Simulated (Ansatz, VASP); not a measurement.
# Two plane-wave programs on Nb3C2

```
CELL_PARAMETERS angstrom
2.97000 -0.00123 -0.00298
0.00190 4.56352 0.00011
0.01242 -0.00043 9.60519
ATOMIC_POSITIONS crystal
Nb 0.39995 0.17820 0.24035
Nb 0.89996 0.67017 0.22740
Nb 0.40004 0.17014 0.77260
Nb 0.90005 0.67818 0.75965
Nb 0.89999 0.17871 0.50189
Nb 0.39999 0.67871 0.49811
C 0.39999 0.15222 0.00774
C 0.90001 0.65222 0.99226
C 0.90001 0.98739 0.97038
C 0.40001 0.48739 0.02962
```

Change from the starting cell: cell x2, atoms moved at random (sigma 0.15 Å) and cell strained at random (1.5 %), then relaxed without symmetry.

Alike in both runs: functional PBE; k mesh 8 × 4 × 2; occupations gaussian, width 0.2 eV; no spin polarisation.

Ansatz relaxed the structure, and its values are those at the end. VASP's run is a single point on that final structure, the one shown.

|  | VASP | Ansatz |
| --- | --- | --- |
| version | VASP 6.6.1 | Ansatz 0.2.0 |
| potentials or method | VASP PAW PBE potentials, release 64 (Nb_sv, C), cutoff 520 eV | scalar-relativistic, plane waves, PAW |
| valence electrons in the cell | 94 | 94 |

```tsv
	VASP	Ansatz	Ansatz less VASP
gap on the k mesh at the Fermi level (eV)	none	none	-
pressure (GPa)	-0.2	0.0	+0.25
rms of the force components (eV/Å)	0.015	0.006	-0.0083
```

A gap of «none» marks a metal or a gap that the smearing closes.
